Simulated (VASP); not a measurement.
## B: single point with BLYP

Crystal: B.

```
CELL_PARAMETERS angstrom
2.88611 0.00000 0.00000
-1.44306 2.49945 0.00000
0.00000 0.00000 2.89922
ATOMIC_POSITIONS crystal
B 0.00000 0.00000 0.00000
B 0.33333 0.66667 0.50000
B 0.66667 0.33333 0.50000
```

```
Program             : VASP 6.6.1
Task                : single point
Functional          : BLYP
Potentials or basis : VASP PAW PBE potentials, release 64 (B)
Cutoff              : 520 eV
k mesh              : 11 × 11 × 15
Occupations         : fermi-dirac, width 0.1 eV
Spin                : no spin polarisation
```

```json
{
  "Pressure": "0.0 GPa"
}
```

Stress tensor (GPa, compression positive):
```
-0.10  0.00  0.00
 0.00 -0.10  0.00
 0.00  0.00  0.13
```

Levels at points of the mesh, in eV from the Fermi level:
| k point | band 1 | band 2 | band 3 | band 4 | band 5 | band 6 | band 7 | band 8 |
| --- | --- | --- | --- | --- | --- | --- | --- | --- |
| (0.00, 0.00, 0.00) | -16.29 | -4.28 | -1.00 | -1.00 | 1.08 | 1.08 | 1.52 | 9.72 |

It took 34 s on 1 thread of Intel Xeon 8259CL, on a shared host, peak memory 0.15 GiB.

Caveat: the PAW data sets were made with another functional, which shifts forces and pressure a little.
